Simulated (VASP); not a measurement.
# CO2 in VASP: notebook, part 2 of 4

VASP 6.6.1.

### 3 Single point, PBE

This run uses another cell than the first one, of 12.48 Å³/atom, 1.308 times its volume.

Contents of INCAR:

```
SYSTEM = CO2
PREC = Accurate
ENCUT = 520
EDIFF = 1E-7
ISMEAR = 0
SIGMA = 0.1
LREAL = .False.
LASPH = .True.
NELM = 80
ALGO = Normal
ISIF = 2
LWAVE = .False.
LCHARG = .False.
GGA = PE
NBANDS = 25
```

Contents of KPOINTS:

```
regular mesh
0
Gamma
  6 6 4
  0 0 0
```

Contents of POSCAR:

```
CO2
1.0
    3.7327807581      0.0000000000      0.0000000000
    0.0000000000      3.7327807581      0.0000000000
    0.0000000000      0.0000000000      5.3737676885
C O
2 4
Direct
    0.0000000000      0.0000000000      0.0000000000
    0.5000000000      0.5000000000      0.5000000000
    0.0000000000      0.5000000000      0.2030000000
    0.0000000000      0.5000000000      0.7030000000
    0.5000000000      0.0000000000      0.2970000000
    0.5000000000      0.0000000000      0.7970000000
```

Potentials or basis: VASP PAW PBE potentials, release 64 (C, O).

Launch:

```console
cat potpaw_PBE.64/C/POTCAR potpaw_PBE.64/O/POTCAR > POTCAR
mpirun -np 1 vasp_std > vasp.out
```

OUTCAR:

```text
SYSTEM = CO2
   PREC = Accurate
   ENCUT = 520
   EDIFF = 1E-7
   ISMEAR = 0
   LREAL = .False.
   LASPH = .True.
   NELM = 80
   ISIF = 2
   GGA = PE

 ion  position               nearest neighbor table
   1  0.000  0.000  0.000-
   2  0.500  0.500  0.500-
   3  0.000  0.500  0.203-
   4  0.000  0.500  0.703-
   5  0.500  0.000  0.297-
   6  0.500  0.000  0.797-

  LATTYP: Found a simple tetragonal cell.
 ALAT       =     3.7327807581
 C/A-ratio  =     1.4396151386

  Lattice vectors:

 A1 = (   3.7327807581,   0.0000000000,   0.0000000000)
 A2 = (   0.0000000000,   3.7327807581,   0.0000000000)
 A3 = (   0.0000000000,   0.0000000000,   5.3737676885)

Analysis of symmetry for initial positions (statically):
=====================================================================
 Subroutine PRICEL returns:
 Original cell was already a primitive cell.

 Routine SETGRP: Setting up the symmetry group for a
 simple tetragonal supercell.

 Subroutine GETGRP returns: Found 16 space group operations
 (whereof  8 operations were pure point group operations)
 out of a pool of 16 trial point group operations.

The static configuration has the point symmetry D_2d.
 The point group associated with its full space group is D_4h.

Analysis of symmetry for dynamics (positions and initial velocities):
=====================================================================
 Subroutine PRICEL returns:
 Original cell was already a primitive cell.

 Routine SETGRP: Setting up the symmetry group for a
 simple tetragonal supercell.

 Subroutine GETGRP returns: Found 16 space group operations
 (whereof  8 operations were pure point group operations)
 out of a pool of 16 trial point group operations.

The dynamic configuration has the point symmetry D_2d.
 The point group associated with its full space group is D_4h.

[... 120 lines left out ...]
   EFERMI =   0.00;   METHOD = LEGACY
   ISMEAR =     0;   SIGMA  =   0.10  broadening in eV -4-tet -1-fermi 0-gaus
   EFERMI_NEDOS =   21; number of points for ismear=-14 and -15
   IALGO  =     38    algorithm
   IMIX   =      4    mixing-type and parameters
     AMIX     =   0.40;   BMIX     =  1.00
     AMIX_MAG =   1.60;   BMIX_MAG =  1.00
  volume/ion in A,a.u.               =      12.48        84.21
  Fermi-wavevector in a.u.,A,eV,Ry     =   1.233134  2.330285 20.689277  1.520619
  Thomas-Fermi vector in A             =   2.367876
   LORBIT       =      0    0 simple, 1 ext, 2 COOP (PROOUT), +10 PAW based schemes
   GGA     = PE    functional components
   LHFCALC =     F    Hartree Fock is set to
   AEXX    =    0.0000 exact exchange contribution
   IVDW    =     0    specifies the selected vdW correction
   LEPSILON=     F    determine dielectric tensor
   LRPA    =     F    only Hartree local field effects (RPA)
 non-spin polarized calculation
 Gauss-broadening in eV      SIGMA  =   0.10
  energy-cutoff  :      520.00
  volume of cell :       74.88
 maximum number of plane-waves:      2034
 NGX is ok and might be reduce to    28
   NGX = 13   NGY = 13   NGZ = 19

 number of electron      31.9999983 magnetization

 Free energy of the ion-electron system (eV)
  ---------------------------------------------------
  ext. energy  EPLUGINS =         0.00000000
  ---------------------------------------------------
  free energy    TOTEN  =       -21.77455394 eV

  energy without entropy =      -21.73608343  energy(sigma->0) =      -21.75531868

 E-fermi :  -1.0862     XC(G=0):  -9.5444

 val. band max:       -1.0952616767   @ k =   0.5000   0.3333   0.0000
 cond. band min:      -1.0677263102   @ k =   0.3333   0.1667   0.0000
 fundamental gap:      0.0275353665
 Fermi energy:        -1.0862314976

 k-point     1 :       0.0000    0.0000    0.0000
  band No.  band energies     occupation
      1     -18.4597      2.00000
      2     -17.3914      2.00000
      3     -16.7472      2.00000
      4     -16.4413      2.00000
      5      -9.4046      2.00000
      6      -7.4128      2.00000
[... 661 lines left out ...]
     24       2.3846      0.00000
     25      12.1933      0.00000

 [... further k-points ...]
[... 5 lines left out ...]
  --------------------------------------------------------------------------------------
  -------------------------------------------------------------------------------------
  Total      -16.0988944    -16.0988944     -9.8641431      0.0000000      0.0000000     -0.0000000
  in kB     -344.4790231   -344.4790231   -211.0697969      0.0000000      0.0000000     -0.0000000
  external PRESSURE =    -300.0092810 kB  Pullay stress =       0.0000000 kB

 VOLUME and BASIS-vectors are now :
 -----------------------------------------------------------------------------
  energy-cutoff  :      520.00
  volume of cell :       74.88
      direct lattice vectors                 reciprocal lattice vectors
     3.732780758  0.000000000  0.000000000     0.267896795  0.000000000  0.000000000
     0.000000000  3.732780758  0.000000000     0.000000000  0.267896795  0.000000000
     0.000000000  0.000000000  5.373767689     0.000000000  0.000000000  0.186089176

 POSITION                                       TOTAL-FORCE (eV/Angst)
 -----------------------------------------------------------------------------------
      0.00000      0.00000      0.00000         0.000000     -0.000000      0.000000
      1.86639      1.86639      2.68688         0.000000      0.000000      0.000000
      0.00000      1.86639      1.09087         0.000000     -0.000000     -1.603873
      0.00000      1.86639      3.77776         0.000000      0.000000     -1.603873
      1.86639      0.00000      1.59601         0.000000      0.000000      1.603873
      1.86639      0.00000      4.28289         0.000000      0.000000      1.603873
 -----------------------------------------------------------------------------------
    total drift:                                0.000000     -0.000000      0.000000

  FREE ENERGIE OF THE ION-ELECTRON SYSTEM (eV)
  ---------------------------------------------------
  free  energy   TOTEN  =       -21.7745539361 eV

  energy  without entropy=      -21.7360834262  energy(sigma->0) =      -21.75531868
```

Run time: 55 s. Hardware: 1 thread of AMD EPYC 7R13, shared host; peak memory 0.16 GiB.

What came out:

| Quantity | Value |
| --- | --- |
| Free energy | -21.7746 eV |
| Pressure | -30.0 GPa |
| Largest force | 1.604 eV/Å |
| Band gap on the k mesh | zero (band 16 reaches -0.87 eV, above the bottom of band 17 at -1.12 eV) |

Forces on the atoms (eV/Å):
```
C    0.000  0.000  0.000
C    0.000  0.000  0.000
O    0.000  0.000 -1.604
O    0.000  0.000 -1.604
O    0.000  0.000  1.604
O    0.000  0.000  1.604
```

Stress tensor (GPa, compression positive):
```
-34.45   0.00   0.00
  0.00 -34.45   0.00
  0.00   0.00 -21.11
```

Levels at points of the mesh, in eV from the Fermi level:
```
           k point  band 12  band 13  band 14  band 15  band 16  band 17  band 18  band 19  band 20  band 21
(0.00, 0.00, 0.00)    -1.57    -1.57    -0.79    -0.75     0.22     0.22     0.32     1.76     2.25     3.01
(0.50, 0.00, 0.00)    -1.87    -0.75    -0.75    -0.33    -0.33     0.45     0.45     2.89     2.89     3.36
(0.50, 0.50, 0.00)    -1.01    -0.03    -0.03     0.12     0.12     0.77     0.77     2.00     2.00     3.76
(0.00, 0.00, 0.50)    -0.91    -0.85    -0.85    -0.61    -0.61     0.19     0.19     1.82     1.82     3.28
(0.50, 0.00, 0.50)    -2.15    -1.02    -1.02    -0.92    -0.92     0.47     0.47     3.21     3.21     3.38
(0.50, 0.50, 0.50)    -2.07    -0.41    -0.41     0.03     0.03     0.69     0.69     3.20     3.20     3.20
```

Caveat: forces of over 1 eV/Å act on the atoms, so gaps and moduli don't describe the material at rest.

### 4 Single point, PBE

Contents of INCAR:

```
  ALGO = Normal
  EDIFF = 1E-7
  ENCUT = 520
  GGA = PE
  ISIF = 2
  ISMEAR = 0
  LASPH = T
  LCHARG = F
  LREAL = F
  LWAVE = F
  NBANDS = 25
  NELM = 60
  PREC = Accurate
  SIGMA = 0.02
```

Contents of KPOINTS:

```
k-points
0
Gamma
  10 10 4
```

Contents of POSCAR:

```
CO2
1.0
    2.3339186015      0.0000000000      0.0000000000
    0.0000000000      2.3339186015      0.0000000000
    0.0000000000      0.0000000000     10.5108098410
C O
2 4
Direct
    0.0000000000      0.0000000000      0.0000000000
    0.5000000000      0.5000000000      0.5000000000
    0.0000000000      0.5000000000      0.0785028595
    0.0000000000      0.5000000000      0.5785028595
    0.5000000000      0.0000000000      0.4214971405
    0.5000000000      0.0000000000      0.9214971405
```

Potentials or basis: VASP PAW PBE potentials, release 64 (C, O).

Launch:

```console
cat potpaw_PBE.64/C/POTCAR potpaw_PBE.64/O/POTCAR > POTCAR
mpirun -np 1 vasp_std > vasp.out
```

OUTCAR:

```text
EDIFF = 1E-7
   ENCUT = 520
   GGA = PE
   ISIF = 2
   ISMEAR = 0
   LASPH = T
   LREAL = F
   NELM = 60
   PREC = Accurate

 ion  position               nearest neighbor table
   1  0.000  0.000  0.000-   3 1.43   6 1.43   3 1.43   6 1.43
   2  0.500  0.500  0.500-   4 1.43   5 1.43   5 1.43   4 1.43
   3  0.000  0.500  0.079-   1 1.43   1 1.43
   4  0.000  0.500  0.579-   2 1.43   2 1.43
   5  0.500  0.000  0.421-   2 1.43   2 1.43
   6  0.500  0.000  0.921-   1 1.43   1 1.43

[... 881 lines left out ...]
  -------------------------------------------------------------------------------------
  Total        0.5824964      0.5824964      0.3437344      0.0000000      0.0000000      0.0000000
  in kB       16.3003235     16.3003235      9.6189116      0.0000000      0.0000000      0.0000000
  external PRESSURE =      14.0731862 kB  Pullay stress =       0.0000000 kB

 VOLUME and BASIS-vectors are now :
 -----------------------------------------------------------------------------
  energy-cutoff  :      520.00
  volume of cell :       57.25
      direct lattice vectors                 reciprocal lattice vectors
     2.333918602  0.000000000  0.000000000     0.428463957  0.000000000  0.000000000
     0.000000000  2.333918602  0.000000000     0.000000000  0.428463957  0.000000000
     0.000000000  0.000000000 10.510809841     0.000000000  0.000000000  0.095140148

 POSITION                                       TOTAL-FORCE (eV/Angst)
 -----------------------------------------------------------------------------------
      0.00000      0.00000      0.00000        -0.000000     -0.000000      0.000000
      1.16696      1.16696      5.25540        -0.000000     -0.000000      0.000000
      0.00000      1.16696      0.82513         0.000000     -0.000000      0.139399
      0.00000      1.16696      6.08053        -0.000000      0.000000      0.139399
      1.16696      0.00000      4.43028        -0.000000     -0.000000     -0.139399
      1.16696      0.00000      9.68568         0.000000     -0.000000     -0.139399
 -----------------------------------------------------------------------------------
    total drift:                                0.000000      0.000000      0.000000

  FREE ENERGIE OF THE ION-ELECTRON SYSTEM (eV)
  ---------------------------------------------------
  free  energy   TOTEN  =       -42.0688093601 eV

  energy  without entropy=      -42.0688093601  energy(sigma->0) =      -42.06880936
```

Run time: 99 s. Hardware: 1 thread of AMD EPYC 7R13, shared host; peak memory 0.17 GiB.

Results:

```
Free energy            : -42.0688 eV
Pressure               : 1.4 GPa
Largest force          : 0.139 eV/Å
Band gap on the k mesh : 3.89 eV, indirect (least direct gap 4.30 eV)
```

Forces on the atoms (eV/Å):
```
C    0.000  0.000  0.000
C    0.000  0.000  0.000
O    0.000  0.000  0.139
O    0.000  0.000  0.139
O    0.000  0.000 -0.139
O    0.000  0.000 -0.139
```

Caveat: this functional lacks dispersion, which binds the layers, so the pressure and a relaxed spacing across them are unreliable. A k mesh can miss the band edges.

[end of part 2 of 4]
